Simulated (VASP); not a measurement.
# Cu (Cmcm) in VASP: relaxation of cell and atoms with r2SCAN

Aim: the relaxation of cell and atoms of Cu with r2SCAN.

All numbers are computed with VASP 6.6.1; they aren't measurements. Logs are shortened: lines on timing, memory, paths and dates and some standing lists are left out, and cuts for length are marked.

### Step 1. The cell of the first run

Symmetry: Cmcm, No. 63, orthorhombic system. Conventional cell: a = 2.437 Å, b = 7.953 Å, c = 2.475 Å, α = 90.00°, β = 90.00°, γ = 90.00°. Within 3.2 Å of Cu (site symmetry m2m) lie 10 Cu at 2.44 to 2.54 Å.

### Step 2. Relaxation of cell and atoms, r2SCAN, target pressure 10 GPa, at which the enthalpy is minimised

File POSCAR:

```
Cu
1.0
    1.2184640000     -3.9763780000      0.0000000000
    1.2184640000      3.9763780000      0.0000000000
    0.0000000000      0.0000000000      2.4754960000
Cu
2
Direct
    0.1338670000      0.8661330000      0.2500000000
    0.8661330000      0.1338670000      0.7500000000
```

File INCAR.step1:

```
SYSTEM = Cu
PREC     = Accurate       ! precision mode
ENCUT    = 600            ! plane-wave cutoff, eV
ISMEAR   = -1             ! smearing method
SIGMA    = 0.05           ! smearing width, eV
LREAL    = .FALSE.        ! projectors in reciprocal space
LASPH    = .TRUE.         ! aspherical terms in the spheres
NELM     = 80             ! most SCF steps
GGA      = PE             ! functional
ALGO     = Normal         ! electronic algorithm
EDIFF    = 1E-4           ! SCF threshold, eV
LWAVE    = .TRUE.         ! write WAVECAR
LCHARG   = .FALSE.        ! write CHGCAR
```

File INCAR.step2:

```
SYSTEM = Cu
PREC     = Accurate       ! precision mode
ENCUT    = 600            ! plane-wave cutoff, eV
EDIFF    = 1E-6           ! SCF threshold, eV
ISMEAR   = -1             ! smearing method
SIGMA    = 0.05           ! smearing width, eV
LREAL    = .FALSE.        ! projectors in reciprocal space
LASPH    = .TRUE.         ! aspherical terms in the spheres
NELM     = 80             ! most SCF steps
ALGO     = Normal         ! electronic algorithm
ISIF     = 3              ! what is computed and relaxed
LWAVE    = .FALSE.        ! write WAVECAR
LCHARG   = .FALSE.        ! write CHGCAR
METAGGA  = R2SCAN         ! meta-GGA
LMIXTAU  = .TRUE.       
IBRION   = 2              ! ionic algorithm
NSW      = 80             ! ionic steps
EDIFFG   = -0.01          ! ionic threshold
PSTRESS  = 100.0        
ISTART   = 1
```

File KPOINTS:

```
regular mesh
0
G
  13 13 12
  0 0 0
```

Potentials or basis: VASP PAW PBE potentials, release 64 (Cu).

Launch:

```console
> cat potpaw_PBE.64/Cu/POTCAR > POTCAR
> cp INCAR.step1 INCAR
> mpirun -np 1 vasp_std > vasp.out
> cp INCAR.step2 INCAR
> mpirun -np 1 vasp_std > vasp.out
```

OUTCAR:

```text
SYSTEM = Cu
   PREC = Accurate
   ENCUT = 600
   EDIFF = 1E-6
   ISMEAR = -1
   LREAL = .FALSE.
   LASPH = .TRUE.
   NELM = 80
   ISIF = 3
   METAGGA = R2SCAN
   IBRION = 2
   NSW = 80
   EDIFFG = -0.01
   PSTRESS = 100.0
   ISTART = 1

 ion  position               nearest neighbor table
   1  0.134  0.866  0.250-   2 2.46   2 2.46   2 2.54   2 2.54   2 2.54   2 2.54
   2  0.866  0.134  0.750-   1 2.46   1 2.46   1 2.54   1 2.54   1 2.54   1 2.54

  LATTYP: Found a base centered orthorhombic cell.
 ALAT       =     2.4369280000
 B/A-ratio  =     3.2634349476
 C/A-ratio  =     1.0158264832

  Lattice vectors:

 A1 = (   1.2184640000,  -3.9763780000,   0.0000000000)
 A2 = (   1.2184640000,   3.9763780000,   0.0000000000)
 A3 = (   0.0000000000,   0.0000000000,   2.4754960000)

Analysis of symmetry for initial positions (statically):
=====================================================================
 Subroutine PRICEL returns:
 Original cell was already a primitive cell.

 Routine SETGRP: Setting up the symmetry group for a
 base centered orthorhombic supercell.

 Subroutine GETGRP returns: Found  8 space group operations
 (whereof  4 operations were pure point group operations)
 out of a pool of  8 trial point group operations.

The static configuration has the point symmetry C_2h.
 The point group associated with its full space group is D_2h.

Analysis of symmetry for dynamics (positions and initial velocities):
=====================================================================
 Subroutine PRICEL returns:
 Original cell was already a primitive cell.

 Routine SETGRP: Setting up the symmetry group for a
 base centered orthorhombic supercell.

 Subroutine GETGRP returns: Found  8 space group operations
 (whereof  4 operations were pure point group operations)
 out of a pool of  8 trial point group operations.

The dynamic configuration has the point symmetry C_2h.
 The point group associated with its full space group is D_2h.

 Subroutine INISYM returns: Found  8 space group operations
 (whereof  4 operations are pure point group operations),
 and found     1 'primitive' translations

----------------------------------------------------------------------------------------

                                     Primitive cell

  volume of cell :      23.9879

  direct lattice vectors                    reciprocal lattice vectors
     1.218464000 -3.976378000  0.000000000     0.410352706 -0.125742573  0.000000000
     1.218464000  3.976378000  0.000000000     0.410352706  0.125742573  0.000000000
     0.000000000  0.000000000  2.475496000     0.000000000  0.000000000  0.403959449

  length of vectors
     4.158874429  4.158874429  2.475496000     0.429185902  0.429185902  0.403959449

  position of ions in fractional coordinates (direct lattice)
     0.133867000  0.866133000  0.250000000
     0.866133000  0.133867000  0.750000000

  ion indices of the primitive-cell ions
   primitive index   ion index
                 1           1
                 2           2

----------------------------------------------------------------------------------------

 KPOINTS: regular mesh

Automatic generation of k-mesh.
 Grid dimensions read from file:
 generate k-points for:   13   13   12

 Generating k-lattice:

  Cartesian coordinates                     Fractional coordinates (reciprocal lattice)
     0.031565593 -0.009672506  0.000000000     0.076923077 -0.000000000  0.000000000
     0.031565593  0.009672506  0.000000000    -0.000000000  0.076923077  0.000000000
     0.000000000  0.000000000  0.033663287     0.000000000  0.000000000  0.083333333

  Length of vectors
     0.033014300  0.033014300  0.033663287

  Shift w.r.t. Gamma in fractional coordinates (k-lattice)
     0.000000000  0.000000000  0.000000000

 Subroutine IBZKPT returns following result:
 ===========================================

 Found    343 irreducible k-points:

 Following reciprocal coordinates:
            Coordinates               Weight
  0.000000  0.000000  0.000000      1.000000
  0.076923  0.000000  0.000000      4.000000
  0.153846  0.000000  0.000000      4.000000
  0.230769  0.000000  0.000000      4.000000
  0.307692  0.000000  0.000000      4.000000
  0.384615 -0.000000  0.000000      4.000000
[... 16 lines left out ...]
  0.384615  0.153846  0.000000      4.000000
  0.461538  0.153846  0.000000      4.000000
 [... further k-points ...]
   k-points           NKPTS =    343   k-points in BZ     NKDIM =    343   number of bands    NBANDS=     15
   number of dos      NEDOS =    301   number of ions     NIONS =      2
   total plane-waves  NPLWV =  25920
   dimension x,y,z NGX =    36 NGY =   36 NGZ =   20
   dimension x,y,z NGXF=    72 NGYF=   72 NGZF=   40
   ions per type =               2
   NGX,Y,Z   is equivalent  to a cutoff of  14.39, 14.39, 13.43 a.u.
   NGXF,Y,Z  is equivalent  to a cutoff of  28.78, 28.78, 26.86 a.u.
 SYSTEM =  Cu
   PREC   = accura    normal or accurate (medium, high low for compatibility)
   ISTART =      1    job   : 0-new  1-cont  2-samecut
   ICHARG =      0    charge: 1-file 2-atom 10-const
   ISPIN  =      1    spin polarized calculation?
   LNONCOLLINEAR =      F non collinear calculations
   LSORBIT =      F    spin-orbit coupling
   LASPH  =      T    aspherical Exc in radial PAW
   ENCUT  =  600.0 eV  44.10 Ry    6.64 a.u.   8.31  8.31  4.94*2*pi/ulx,y,z
   NELM   =     80;   NELMIN=  2; NELMDL=  0     # of ELM steps
   EDIFF  = 0.1E-05   stopping-criterion for ELM
   LREAL  =      F    real-space projection
   EDIFFG = -.1E-01   stopping-criterion for IOM
   NSW    =     80    number of steps for IOM
   IBRION =      2    ionic relax: 0-MD 1-quasi-New 2-CG
   NFREE  =      1    steps in history (QN), initial steepest desc. (CG)
   ISIF   =      3    stress and relaxation
   ISYM   =      2    0-nonsym 1-usesym 2-fastsym
   POTIM  = 0.5000    time-step for ionic-motion
   TEBEG  =    0.0;   TEEND  =   0.0 temperature during run
   PSTRESS=  100.0 pullay stress
   NELECT =      22.0000    total number of electrons
   NUPDOWN=      -1.0000    fix difference up-down
   EMIN   =  10.00;   EMAX   =-10.00  energy-range for DOS
   EFERMI =   0.00;   METHOD = LEGACY
   ISMEAR =    -1;   SIGMA  =   0.05  broadening in eV -4-tet -1-fermi 0-gaus
   EFERMI_NEDOS =   21; number of points for ismear=-14 and -15
   IALGO  =     38    algorithm
   IMIX   =      4    mixing-type and parameters
     AMIX     =   0.40;   BMIX     =  1.00
     AMIX_MAG =   1.60;   BMIX_MAG =  1.00
  volume/ion in A,a.u.               =      11.99        80.94
  Fermi-wavevector in a.u.,A,eV,Ry     =   1.590565  3.005733 34.421356  2.529898
  Thomas-Fermi vector in A             =   2.689241
   LORBIT       =      0    0 simple, 1 ext, 2 COOP (PROOUT), +10 PAW based schemes
   METAGGA = R2SCAN    functional components
   LHFCALC =     F    Hartree Fock is set to
   AEXX    =    0.0000 exact exchange contribution
   IVDW    =     0    specifies the selected vdW correction
   LEPSILON=     F    determine dielectric tensor
   LRPA    =     F    only Hartree local field effects (RPA)
 conjugate gradient relaxation of ions
 non-spin polarized calculation
  energy-cutoff  :      600.00
  volume of cell :       23.99
 maximum number of plane-waves:       814
 NGX is ok and might be reduce to    36
   NGX = 17   NGY = 17   NGZ =  9

--------------------------------------- Ionic step        1  -------------------------------------------

 number of electron      22.0000013 magnetization

 Free energy of the ion-electron system (eV)
  ---------------------------------------------------
  ext. energy  EPLUGINS =         0.00000000
  ---------------------------------------------------
  free energy    TOTEN  =       -21.35034701 eV

  energy without entropy =      -21.34651834  energy(sigma->0) =      -21.34843268

------------------------ aborting loop because EDIFF is reached ----------------------------------------

  FORCE on cell =-STRESS in cart. coord.  units (eV):
  Direction    XX          YY          ZZ          XY          YZ          ZX
  --------------------------------------------------------------------------------------
  -------------------------------------------------------------------------------------
  Total        0.1401737      0.1022235      0.1853071      0.0000000      0.0000000      0.0000000
  in kB        9.3623417      6.8276088     12.3768475      0.0000000      0.0000000      0.0000000
  external PRESSURE =     -90.4777340 kB  Pullay stress =     100.0000000 kB
[... 97 lines left out ...]
  energy  without entropy=      -21.3066692854  energy(sigma->0) =      -21.30839903

  enthalpy is  TOTEN    =       -19.8909117751 eV   P V=        1.4192169919

[... ionic steps 4 to 7 ...]

--------------------------------------- Ionic step        8  -------------------------------------------

 number of electron      22.0000008 magnetization

------------------------ aborting loop because EDIFF is reached ----------------------------------------
[... 71 lines left out ...]
--------------------------------------- Ionic step       10  -------------------------------------------

 number of electron      22.0000007 magnetization

 Free energy of the ion-electron system (eV)
  ---------------------------------------------------
  ext. energy  EPLUGINS =         0.00000000
  ---------------------------------------------------
  free energy    TOTEN  =       -21.30920032 eV

  energy without entropy =      -21.30571727  energy(sigma->0) =      -21.30745880

 E-fermi :   7.9040     XC(G=0): -13.9471

 val. band max:        7.9026345081   @ k =  -0.4615   0.1538   0.0000
 cond. band min:       7.9205309286   @ k =   0.4615   0.0769   0.1667
 fundamental gap:      0.0178964205
 Fermi energy:         7.9039660642

 k-point     1 :       0.0000    0.0000    0.0000
  band No.  band energies     occupation
      1      -2.0645      2.00000
      2       2.4482      2.00000
      3       3.2906      2.00000
      4       3.7975      2.00000
      5       4.5784      2.00000
      6       4.8896      2.00000
      7       5.3615      2.00000
      8       5.6725      2.00000
      9       5.8836      2.00000
     10       6.0238      2.00000
     11       6.3388      2.00000
     12       7.7459      1.91875
     13      13.2981      0.00000
     14      23.7933      0.00000
[... 401 lines left out ...]
      2       2.7444      2.00000
      3       3.8930      2.00000
      4       4.3093      2.00000
      5       4.4522      2.00000
      6       4.8720      2.00000
      7       5.0500      2.00000
      8       5.4421      2.00000
      9       5.5899      2.00000
     10       6.0452      2.00000
     11       6.4313      2.00000
     12       8.3742      0.00016
     13      11.5304      0.00000
     14      18.6481      0.00000
     15      22.2732      0.00000

 [... further k-points ...]

------------------------ aborting loop because EDIFF is reached ----------------------------------------

  FORCE on cell =-STRESS in cart. coord.  units (eV):
  Direction    XX          YY          ZZ          XY          YZ          ZX
  --------------------------------------------------------------------------------------
  -------------------------------------------------------------------------------------
  Total        1.4117388      1.4120317      1.4001990      0.0000000      0.0000000      0.0000000
  in kB       99.5782532     99.5989097     98.7642820      0.0000000      0.0000000      0.0000000
  external PRESSURE =      -0.6861851 kB  Pullay stress =     100.0000000 kB
[... 21 lines left out ...]
  energy  without entropy=      -21.3057172700  energy(sigma->0) =      -21.30745880

  enthalpy is  TOTEN    =       -19.8914823297 eV   P V=        1.4177179923

 reached required accuracy - stopping structural energy minimisation
```

Run time: 1.8 h. Hardware: 1 thread of Oxide Virtual Turin-like, shared host; peak memory 0.25 GiB.

What came out:

```
Free energy                                                : -21.3092 eV
Relaxed volume                                             : 11.36 Å³/atom
Relaxed cell                                               : a = 4.083 Å, b = 4.083 Å, c = 2.437 Å, α = 90.00°, β = 90.00°, γ = 146.01°
Space group after relaxing (to 0.1 Å)                      : Cmcm (No. 63)
Energy change on relaxing (the run minimises the enthalpy) : +20.6 meV/atom
Ionic steps                                                : 10
Pressure after relaxing                                    : 9.9 GPa
Band gap on the k mesh                                     : zero (bands 11 and 12 overlap by 6.13 eV)
```

Forces in eV/Å, atoms in the order of the input:
```
Cu   0.000 -0.002  0.000
Cu   0.000  0.002  0.000
```

Step by step:
```
step  energy change (eV)  largest force (eV/Å)  pressure (GPa)  volume (Å³)
   1              0.0000                0.0002            0.95        23.99
   2              0.1346                0.1630           19.90        21.71
   3              0.0402                0.0834            9.91        22.74
   4              0.0418                0.0853           10.04        22.71
   5              0.0421                0.0183           10.13        22.70
   6              0.0423                0.0004           10.10        22.70
   7              0.0423                0.0008           10.35        22.70
   8              0.0376                0.0120            9.46        22.77
   9              0.0408                0.0039            9.91        22.72
  10              0.0411                0.0022            9.93        22.71
```

Final structure:
```yaml
crystal:
  lattice:
    - [1.19347, -3.90454, 0.00000]
    - [1.19347, 3.90454, 0.00000]
    - [0.00000, 0.00000, 2.43718]
  atoms:
    - { symbol: Cu, position: [0.13323, 0.86677, 0.25000] }
    - { symbol: Cu, position: [0.86677, 0.13323, 0.75000] }
```

Caveat: the cell is relaxed towards a set pressure, so the run minimises the enthalpy, not the energy; the PAW data sets were made with another functional, which shifts forces and pressure a little.
